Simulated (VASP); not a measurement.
A run of VASP 6.6.1:

The input INCAR:

```
SYSTEM = Pd
ALGO = Normal
EDIFF = 1E-6
ENCUT = 520
GGA = RP
ISIF = 2
ISMEAR = -1
ISPIN = 2
LASPH = .True.
LCHARG = .False.
LMAXMIX = 4
LORBIT = 11
LREAL = .False.
LWAVE = .False.
MAGMOM = 0.5
NBANDS = 15
NELM = 150
PREC = Accurate
SIGMA = 0.05
```

KPOINTS

```
k-points
0
Gamma
  13 13 13
  0 0 0
```

Contents of POSCAR:

```
Pd
1.0
    2.7121796966      0.0000000000      0.0000000000
    0.0000000000      2.7121796966      0.0000000000
    0.0000000000      0.0000000000      2.7121796966
Pd
1
Direct
    0.0000000000      0.0000000000      0.0000000000
```

Potentials or basis: VASP PAW PBE potentials, release 64 (Pd).

Command:

```sh
$ cat potpaw_PBE.64/Pd/POTCAR > POTCAR
$ mpirun -np 1 vasp_std > vasp.out
```

Hardware: 1 thread of Intel Xeon 6975P-C, on a shared host.

Q: Estimate the wall time of this run.

A: It took 28 s on 1 thread of Intel Xeon 6975P-C (shared host), peak memory 0.15 GiB. Counts: scf iterations 12, k points 84.
